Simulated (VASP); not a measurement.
Write the native input for VASP 6.6.1 that does the following.

- Task: relaxation of cell and atoms
- Functional: PBE
- Potentials or basis: VASP PAW PBE potentials, release 64 (Au, I)
- Cutoff: 600 eV
- k mesh: 6 × 6 × 2
- Occupations: gaussian, width 0.1 eV
- Spin: no spin polarisation
- Dipole correction: no
- Further INCAR settings: ALGO = Normal; EDIFF = 1e-06; IBRION = 2; EDIFFG = -0.04; NSW = 90; ISIF = 3

The structure of Au2I3 lies in POSCAR:

```
Au2I3
1.0
    4.9222267899      0.0000000000      0.0000000000
   -2.4611133949      4.2627734432      0.0000000000
    0.0000000000      0.0000000000      7.6581853355
Au I
2 3
Direct
    0.3333333333      0.6666666667      0.2450000000
    0.6666666667      0.3333333333      0.7550000000
    0.0000000000      0.0000000000      0.0000000000
    0.3333333333      0.6666666667      0.6450000000
    0.6666666667      0.3333333333      0.3550000000
```

One way to write it, as run:

INCAR

```
ALGO = Normal
EDIFF = 1E-6
EDIFFG = -0.04
ENCUT = 600
GGA = PE
IBRION = 2
ISIF = 3
ISMEAR = 0
LASPH = True
LCHARG = False
LREAL = False
LWAVE = False
NELM = 60
NSW = 90
PREC = Accurate
SIGMA = 0.1
```

KPOINTS

```
k-points
0
Gamma
  6 6 2
```

Potentials or basis: VASP PAW PBE potentials, release 64 (Au, I).

The run is started by

```console
$ cat potpaw_PBE.64/Au/POTCAR potpaw_PBE.64/I/POTCAR > POTCAR
$ mpirun -np 1 vasp_std > vasp.out
```

It gave:

The relaxed volume is 32.76 Å³/atom. The relaxed cell is a = 4.331 Å, b = 4.331 Å, c = 10.083 Å, α = 90.00°, β = 90.00°, γ = 120.00°. The space group after relaxing (to 0.05 Å) is P-3m1 (No. 164) and the energy gained by relaxing is 271.8 meV/atom. The ionic steps are 32, the pressure after relaxing is 0.0 GPa and the largest force after relaxing is 0.035 eV/Å.

Caveat: the k points lie up to 0.31 Å⁻¹ apart in the final cell; this functional lacks dispersion, which binds the layers, so the pressure and a relaxed spacing across them are unreliable; an odd number of electrons without spin polarisation forces a metal; a magnetic or distorted state may lie lower.

Wall time 24 min on 1 thread of Intel(R) Xeon(R) Platinum 8488C (Sapphire Rapids), on a shared host, peak memory 0.37 GiB.
